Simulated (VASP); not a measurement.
# Sc2BF2 (P1) in VASP: relaxation of cell and atoms with PBE

Aim: the relaxation of cell and atoms of Sc2BF2 with PBE.

Everything below comes from runs of VASP 6.6.1. Logs are shortened: lines on timing, memory, paths and dates and some standing lists are left out, and cuts for length are marked.

## Step 1: The cell of the first run

The typed cell holds 10 atoms: a = 3.260 Å, b = 3.207 Å, c = 20.756 Å, α = 89.56°, β = 87.91°, γ = 119.37°.

## Step 2: Relaxation of cell and atoms, PBE

Contents of INCAR:

```
ALGO = Normal
EDIFF = 1E-6
EDIFFG = -0.025
ENCUT = 600
GGA = PE
IBRION = 2
ISIF = 3
ISMEAR = 0
LASPH = T
LCHARG = F
LREAL = F
LWAVE = F
NELM = 60
NSW = 80
PREC = Accurate
SIGMA = 0.2
```

Contents of KPOINTS:

```
k-points
0
Gamma
  6 6 1
```

Contents of POSCAR:

```
Sc2BF2
1.0
    3.2595696757      0.0327165972      0.0596055593
   -1.6014514336      2.7783738807      0.0123501131
    0.3753104381      0.3064789336     20.7498443065
Sc B F
4 2 4
Direct
    0.0381220530     -0.0063618403      0.1673735211
    0.0144291928      0.0904180032      0.6670025411
    0.3507170222      0.7096773246      0.4073726436
    0.3069005914      0.6776677284      0.9038614445
   -0.0280606485     -0.0062197229      0.4919380250
    0.0149675977     -0.0233749521      0.9953160231
    0.0571854451      0.0444547396      0.0609439882
    0.0502848364     -0.0188873148      0.5599559151
    0.6238897307      0.2861737931      0.3588638334
    0.5715641793      0.2464522411      0.8522767148
```

Potentials or basis: VASP PAW PBE potentials, release 64 (Sc_sv, B, F).

Command:

```sh
cat potpaw_PBE.64/Sc_sv/POTCAR potpaw_PBE.64/B/POTCAR potpaw_PBE.64/F/POTCAR > POTCAR
mpirun -np 1 vasp_std > vasp.out
```

OUTCAR:

```text
EDIFF = 1E-6
   EDIFFG = -0.025
   ENCUT = 600
   GGA = PE
   IBRION = 2
   ISIF = 3
   ISMEAR = 0
   LASPH = T
   LREAL = F
   NELM = 60
   NSW = 80
   PREC = Accurate

 ion  position               nearest neighbor table
   1  0.038  0.994  0.167-   7 2.21
   2  0.014  0.090  0.667-   8 2.26
   3  0.351  0.710  0.407-   9 1.88   9 2.19   9 2.35   5 2.53   5 2.55   5 2.62
   4  0.307  0.678  0.904-  10 1.89  10 2.22  10 2.40   6 2.49   6 2.70
   5  0.972  0.994  0.492-   8 1.45   3 2.53   3 2.55   3 2.62
   6  0.015  0.977  0.995-   7 1.38   4 2.49   4 2.70
   7  0.057  0.044  0.061-   6 1.38   1 2.21
   8  0.050  0.981  0.560-   5 1.45   2 2.26
   9  0.624  0.286  0.359-   3 1.88   3 2.19   3 2.35
  10  0.572  0.246  0.852-   4 1.89   4 2.22   4 2.40

  LATTYP: Found a triclinic cell.
 ALAT       =     5.5903873219
 B/A-ratio  =     0.5736440951
 C/A-ratio  =     3.7127125380
 COS(alpha) =     0.0076131233
 COS(beta)  =     0.0300233897
 COS(gamma) =     0.8612288066

  Lattice vectors:

 A1 = (   0.0566668085,   5.5894643586,   0.0843057855)
 A2 = (  -1.6014514336,   2.7783738807,   0.0123501131)
 A3 = (   0.3753104381,   0.3064789336,  20.7498443065)

Analysis of symmetry for initial positions (statically):
=====================================================================
 Subroutine PRICEL returns:
 Original cell was already a primitive cell.

 Routine SETGRP: Setting up the symmetry group for a
 triclinic supercell.

 Subroutine GETGRP returns: Found  1 space group operations
 (whereof  1 operations were pure point group operations)
 out of a pool of  2 trial point group operations.

The static configuration has the point symmetry C_1 .

Analysis of symmetry for dynamics (positions and initial velocities):
=====================================================================
 Subroutine PRICEL returns:
 Original cell was already a primitive cell.

 Routine SETGRP: Setting up the symmetry group for a
 triclinic supercell.

 Subroutine GETGRP returns: Found  1 space group operations
 (whereof  1 operations were pure point group operations)
 out of a pool of  2 trial point group operations.

The dynamic configuration has the point symmetry C_1 .

 Subroutine INISYM returns: Found  1 space group operations
 (whereof  1 operations are pure point group operations),
 and found     1 'primitive' translations

----------------------------------------------------------------------------------------

                                     Primitive cell

  volume of cell :     188.9005

  direct lattice vectors                    reciprocal lattice vectors
     3.259569676  0.032716597  0.059605559     0.305171526  0.175936595 -0.008118370
    -1.601451434  2.778373881  0.012350113    -0.003497061  0.357930278 -0.005223442
     0.375310438  0.306478934 20.749844306    -0.000874548 -0.000718428  0.048219562

  length of vectors
     3.260278772  3.206892677 20.755501102     0.352348200  0.357985472  0.048232843

  position of ions in fractional coordinates (direct lattice)
     0.038122053  0.993638160  0.167373521
     0.014429193  0.090418003  0.667002541
     0.350717022  0.709677325  0.407372644
     0.306900591  0.677667728  0.903861445
     0.971939351  0.993780277  0.491938025
     0.014967598  0.976625048  0.995316023
     0.057185445  0.044454740  0.060943988
     0.050284836  0.981112685  0.559955915
     0.623889731  0.286173793  0.358863833
     0.571564179  0.246452241  0.852276715

  ion indices of the primitive-cell ions
   primitive index   ion index
                 1           1
                 2           2
                 3           3
                 4           4
                 5           5
                 6           6
                 7           7
                 8           8
                 9           9
                10          10

----------------------------------------------------------------------------------------

 KPOINTS: k-points

Automatic generation of k-mesh.
 Grid dimensions read from file:
 generate k-points for:    6    6    1

 Generating k-lattice:

  Cartesian coordinates                     Fractional coordinates (reciprocal lattice)
     0.050861921  0.029322766 -0.001353062     0.166666667  0.000000000 -0.000000000
    -0.000582844  0.059655046 -0.000870574     0.000000000  0.166666667  0.000000000
    -0.000874548 -0.000718428  0.048219562    -0.000000000 -0.000000000  1.000000000

  Length of vectors
     0.058724700  0.059664245  0.048232843

  Shift w.r.t. Gamma in fractional coordinates (k-lattice)
     0.000000000  0.000000000  0.000000000

 Subroutine IBZKPT returns following result:
 ===========================================

 Found     20 irreducible k-points:

 Following reciprocal coordinates:
            Coordinates               Weight
  0.000000  0.000000  0.000000      1.000000
  0.166667  0.000000  0.000000      2.000000
  0.333333  0.000000  0.000000      2.000000
  0.500000  0.000000  0.000000      1.000000
  0.000000  0.166667 -0.000000      2.000000
  0.166667  0.166667  0.000000      2.000000
[... 12 lines left out ...]
  0.333333  0.500000  0.000000      2.000000
  0.500000  0.500000  0.000000      1.000000
   k-points           NKPTS =     20   k-points in BZ     NKDIM =     20   number of bands    NBANDS=     46
   number of dos      NEDOS =    301   number of ions     NIONS =     10
   total plane-waves  NPLWV = 131712
   dimension x,y,z NGX =    28 NGY =   28 NGZ =  168
   dimension x,y,z NGXF=    56 NGYF=   56 NGZF=  336
   ions per type =               4   2   4
   NGX,Y,Z   is equivalent  to a cutoff of  14.28, 14.52, 13.46 a.u.
   NGXF,Y,Z  is equivalent  to a cutoff of  28.56, 29.03, 26.91 a.u.
 SYSTEM =  unknown system
   PREC   = accura    normal or accurate (medium, high low for compatibility)
   ISTART =      0    job   : 0-new  1-cont  2-samecut
   ICHARG =      2    charge: 1-file 2-atom 10-const
   ISPIN  =      1    spin polarized calculation?
   LNONCOLLINEAR =      F non collinear calculations
   LSORBIT =      F    spin-orbit coupling
   LASPH  =      T    aspherical Exc in radial PAW
   ENCUT  =  600.0 eV  44.10 Ry    6.64 a.u.   6.51  6.40 41.45*2*pi/ulx,y,z
   NELM   =     60;   NELMIN=  2; NELMDL= -5     # of ELM steps
   EDIFF  = 0.1E-05   stopping-criterion for ELM
   LREAL  =      F    real-space projection
   EDIFFG = -.3E-01   stopping-criterion for IOM
   NSW    =     80    number of steps for IOM
   IBRION =      2    ionic relax: 0-MD 1-quasi-New 2-CG
   NFREE  =      1    steps in history (QN), initial steepest desc. (CG)
   ISIF   =      3    stress and relaxation
   ISYM   =      2    0-nonsym 1-usesym 2-fastsym
   POTIM  = 0.5000    time-step for ionic-motion
   TEBEG  =    0.0;   TEEND  =   0.0 temperature during run
   PSTRESS=    0.0 pullay stress
   NELECT =      78.0000    total number of electrons
   NUPDOWN=      -1.0000    fix difference up-down
   EMIN   =  10.00;   EMAX   =-10.00  energy-range for DOS
   EFERMI =   0.00;   METHOD = LEGACY
   ISMEAR =     0;   SIGMA  =   0.20  broadening in eV -4-tet -1-fermi 0-gaus
   EFERMI_NEDOS =   21; number of points for ismear=-14 and -15
   IALGO  =     38    algorithm
   IMIX   =      4    mixing-type and parameters
     AMIX     =   0.40;   BMIX     =  1.00
     AMIX_MAG =   1.60;   BMIX_MAG =  1.00
  volume/ion in A,a.u.               =      18.89       127.48
  Fermi-wavevector in a.u.,A,eV,Ry     =   1.219070  2.303709 20.220054  1.486132
  Thomas-Fermi vector in A             =   2.354335
   LORBIT       =      0    0 simple, 1 ext, 2 COOP (PROOUT), +10 PAW based schemes
   GGA     = PE    functional components
   LHFCALC =     F    Hartree Fock is set to
   AEXX    =    0.0000 exact exchange contribution
   IVDW    =     0    specifies the selected vdW correction
   LEPSILON=     F    determine dielectric tensor
   LRPA    =     F    only Hartree local field effects (RPA)
 conjugate gradient relaxation of ions
 non-spin polarized calculation
 Gauss-broadening in eV      SIGMA  =   0.20
  energy-cutoff  :      600.00
  volume of cell :      188.90
 maximum number of plane-waves:      6346
 NGX is ok and might be reduce to    28
   NGX = 13   NGY = 13   NGZ = 83

--------------------------------------- Ionic step        1  -------------------------------------------

 number of electron      78.0000015 magnetization

 Free energy of the ion-electron system (eV)
  ---------------------------------------------------
  ext. energy  EPLUGINS =         0.00000000
  ---------------------------------------------------
  free energy    TOTEN  =       -57.34835080 eV

  energy without entropy =      -57.06158312  energy(sigma->0) =      -57.20496696

------------------------ aborting loop because EDIFF is reached ----------------------------------------

  FORCE on cell =-STRESS in cart. coord.  units (eV):
  Direction    XX          YY          ZZ          XY          YZ          ZX
  --------------------------------------------------------------------------------------
  -------------------------------------------------------------------------------------
  Total       -3.5958192      4.5025428     -3.5767445     -1.0825838     -5.3895640     -2.3509905
  in kB      -30.4982851     38.1887484    -30.3365017     -9.1820387    -45.7121035    -19.9401515
  external PRESSURE =      -7.5486795 kB  Pullay stress =       0.0000000 kB
[... 113 lines left out ...]
  FREE ENERGIE OF THE ION-ELECTRON SYSTEM (eV)
  ---------------------------------------------------
  free  energy   TOTEN  =       -58.3970282353 eV

  energy  without entropy=      -58.1165930535  energy(sigma->0) =      -58.25681064

[... ionic steps 4 to 36 ...]

--------------------------------------- Ionic step       37  -------------------------------------------

 number of electron      78.0000000 magnetization

------------------------ aborting loop because EDIFF is reached ----------------------------------------

  FORCE on cell =-STRESS in cart. coord.  units (eV):
  Direction    XX          YY          ZZ          XY          YZ          ZX
  --------------------------------------------------------------------------------------
  -------------------------------------------------------------------------------------
  Total       -0.0261646     -0.0034570     -0.0462834     -0.0405256     -0.0200630     -0.0651421
  in kB       -0.2369642     -0.0313092     -0.4191739     -0.3670269     -0.1817037     -0.5899706
  external PRESSURE =      -0.2291491 kB  Pullay stress =       0.0000000 kB
[... 73 lines left out ...]
  energy  without entropy=      -58.4248658388  energy(sigma->0) =      -58.56246627

--------------------------------------- Ionic step       39  -------------------------------------------

 number of electron      78.0000000 magnetization

 Free energy of the ion-electron system (eV)
  ---------------------------------------------------
  ext. energy  EPLUGINS =         0.00000000
  ---------------------------------------------------
  free energy    TOTEN  =       -58.70031225 eV

  energy without entropy =      -58.42575030  energy(sigma->0) =      -58.56303127

 E-fermi :   3.3088     XC(G=0):  -9.0763

 val. band max:        3.3057474029   @ k =   0.5000   0.0000   0.0000
 cond. band min:       3.3182147829   @ k =   0.0000   0.3333  -0.0000
 fundamental gap:      0.0124673800
 Fermi energy:         3.3088271851

 k-point     1 :       0.0000    0.0000    0.0000
  band No.  band energies     occupation
      1     -46.9267      2.00000
      2     -46.9264      2.00000
      3     -46.5501      2.00000
      4     -46.5477      2.00000
      5     -26.0425      2.00000
      6     -26.0406      2.00000
[... 1006 lines left out ...]
  FREE ENERGIE OF THE ION-ELECTRON SYSTEM (eV)
  ---------------------------------------------------
  free  energy   TOTEN  =       -58.7003122469 eV

  energy  without entropy=      -58.4257502974  energy(sigma->0) =      -58.56303127

 reached required accuracy - stopping structural energy minimisation
```

Run time: 65 min. Hardware: 1 thread of Intel Xeon 6975P-C (Granite Rapids), shared host; peak memory 0.53 GiB.

What came out:

| Property | Result |
| --- | --- |
| Free energy | -58.7003 eV |
| Relaxed volume | 17.68 Å³/atom |
| Relaxed cell | a = 3.199 Å, b = 3.211 Å, c = 19.862 Å, α = 90.95°, β = 91.57°, γ = 119.87° |
| Space group after relaxing (to 0.1 Å) | P1 (No. 1) |
| Energy gained by relaxing | 135.2 meV/atom |
| Ionic steps | 39 |
| Pressure after relaxing | 0.0 GPa |
| Largest force after relaxing | 0.017 eV/Å |
| Band gap on the k mesh | zero (bands 39 and 40 overlap by 0.35 eV) |

Forces in eV/Å, atoms in the order of the input:
```
Sc  -0.004  0.012  0.009
Sc   0.003  0.006 -0.001
Sc  -0.006  0.001  0.000
Sc   0.002 -0.008 -0.007
B    0.009 -0.005  0.003
B   -0.007 -0.003  0.002
F    0.016 -0.002  0.005
F    0.008  0.003  0.000
F   -0.012 -0.006 -0.004
F   -0.008  0.002 -0.007
```

Stress tensor (GPa, compression positive):
```
 0.00 -0.04 -0.07
-0.04  0.01  0.00
-0.07  0.00 -0.01
```

Step by step:
```tsv
step	energy change (eV)	largest force (eV/Å)	pressure (GPa)	volume (Å³)
1	0.0000	3.5681	-0.75	188.90
2	-1.0467	0.7786	-2.70	186.23
3	-1.0487	0.7386	-2.77	186.43
4	-1.2200	0.6106	0.61	177.69
5	-1.2204	0.6122	0.81	177.26
6	-1.2762	0.5408	0.49	176.67
7	-1.2762	0.5319	0.49	176.68
8	-1.3044	0.2503	0.12	177.86
9	-1.3060	0.3597	0.01	178.21
10	-1.3221	0.1524	-0.26	178.78
11	-1.3263	0.2208	-0.48	179.25
12	-1.3363	0.1432	0.04	178.14
13	-1.3364	0.1446	0.07	178.05
14	-1.3404	0.0766	0.08	177.92
15	-1.3409	0.0846	0.08	177.86
16	-1.3425	0.0782	0.02	178.08
17	-1.3426	0.0978	0.02	178.12
18	-1.3439	0.0624	-0.12	178.30
19	-1.3441	0.0650	-0.21	178.43
20	-1.3453	0.0626	-0.05	178.04
21	-1.3458	0.0754	0.08	177.70
22	-1.3469	0.0431	0.04	177.68
23	-1.3475	0.0408	0.00	177.65
24	-1.3476	0.0427	-0.01	177.65
25	-1.3483	0.0385	-0.01	177.60
26	-1.3485	0.0755	0.00	177.57
27	-1.3491	0.0421	-0.02	177.53
28	-1.3493	0.0495	-0.03	177.51
29	-1.3493	0.1330	-0.06	177.46
30	-1.3494	0.0770	-0.04	177.49
31	-1.3500	0.0442	0.00	177.35
32	-1.3504	0.0827	0.10	176.98
33	-1.3505	0.0653	0.06	177.12
34	-1.3510	0.0501	-0.03	177.13
35	-1.3510	0.0616	-0.04	177.13
36	-1.3515	0.0296	-0.03	177.03
37	-1.3517	0.0310	-0.02	176.91
38	-1.3517	0.0339	-0.02	176.89
39	-1.3520	0.0165	0.00	176.76
```

Final structure:
```yaml
crystal:
  lattice:
    - [3.19899, 0.00013, -0.04304]
    - [-1.59998, 2.78391, -0.02655]
    - [-0.27758, -0.34891, 19.85676]
  atoms:
    - { symbol: Sc, position: [0.05662, 0.02469, 0.16759] }
    - { symbol: Sc, position: [0.05672, 0.05300, 0.66865] }
    - { symbol: Sc, position: [0.30920, 0.65725, 0.41041] }
    - { symbol: Sc, position: [0.30419, 0.63531, 0.90954] }
    - { symbol: B, position: [0.99874, 0.01191, 0.49043] }
    - { symbol: B, position: [0.99562, 0.98931, 0.98948] }
    - { symbol: F, position: [0.01519, 0.00638, 0.06171] }
    - { symbol: F, position: [0.01982, 0.02897, 0.56267] }
    - { symbol: F, position: [0.62479, 0.30797, 0.35267] }
    - { symbol: F, position: [0.61910, 0.28521, 0.85176] }
```

Levels at points of the mesh, in eV from the Fermi level:
```
           k point  band 37  band 38  band 39  band 40  band 41  band 42
(0.00, 0.00, 0.00)    -0.26    -0.18     0.32     0.35     1.13     1.13
(0.50, 0.00, 0.00)    -1.31    -1.30    -0.02     0.00     0.33     0.34
(0.00, 0.50, 0.00)    -1.31    -1.30    -0.06    -0.02     0.28     0.35
(0.50, 0.50, 0.00)    -1.31    -1.30    -0.03    -0.02     0.31     0.35
```

Caveat: the k points lie up to 0.38 Å⁻¹ apart in the final cell.
